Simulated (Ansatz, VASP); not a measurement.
## Al: VASP beside Ansatz

```
Al
1.0
     0.00000    2.00690    2.00690
     2.00690    0.00000    2.00690
     2.00690    2.00690    0.00000
Al
1
Direct
  0.50000 0.50000 0.50000
```

Alike in both runs: functional PBEsol; k mesh 24 × 24 × 24; occupations gaussian, width 0.1 eV; no spin polarisation.

Ansatz relaxed the structure, and its values are those at the end. VASP's run is a single point on that final structure, the one shown.

|  | VASP | Ansatz |
| --- | --- | --- |
| version | VASP 6.6.1 | Ansatz 0.2.0 |
| potentials or method | VASP PAW PBE potentials, release 64 (Al), cutoff 520 eV | scalar-relativistic, plane waves, PAW |
| valence electrons in the cell | 3 | 3 |

VASP gave:

* gap on the k mesh at the Fermi level (eV): none
* pressure (GPa): 0.1

**Question.** Which values does Ansatz return?

**Answer.** gap on the k mesh at the Fermi level (eV): none; pressure (GPa): 0.0.

VASP's potentials were made for PBE, not for PBEsol. A gap of «none» marks a metal or a gap that the smearing closes. With one functional, cell and mesh, what is left measures potentials, basis and numerics.
